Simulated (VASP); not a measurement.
A run of VASP 6.6.1:

Contents of INCAR:

```
SYSTEM = Zr
PREC = Accurate
ENCUT = 500
EDIFF = 1E-6
ISMEAR = 1
SIGMA = 0.1
LREAL = .False.
LASPH = .True.
NELM = 120
ALGO = Normal
ISIF = 2
LWAVE = .False.
LCHARG = .False.
NBANDS = 12
GGA_COMPAT = .False.
```

File KPOINTS:

```
regular mesh
0
Gamma
  6 6 6
  0 0 0
```

Contents of POSCAR:

```
Zr
1.0
    0.0000000000      3.5255800000      3.5255800000
    3.5255800000      0.0000000000      3.5255800000
    3.5255800000      3.5255800000      0.0000000000
Zr
1
Direct
    0.5000000000      0.5000000000      0.5000000000
```

Potentials or basis: VASP PAW LDA potentials, release 64 (Zr_sv).

The run is started by

```console
$ cat potpaw_LDA.64/Zr_sv/POTCAR > POTCAR
$ mpirun -np 1 vasp_std > vasp.out
```

Hardware: 1 thread of AMD EPYC 7R43 64-Core Processor (Zen 3) (shared host).

Task: How long does it take, and how much memory?

Result: Wall time 27 s on 1 thread of AMD EPYC 7R43 64-Core Processor (Zen 3), on a shared host, peak memory 0.13 GiB. Counts: scf iterations 12, k points 16.
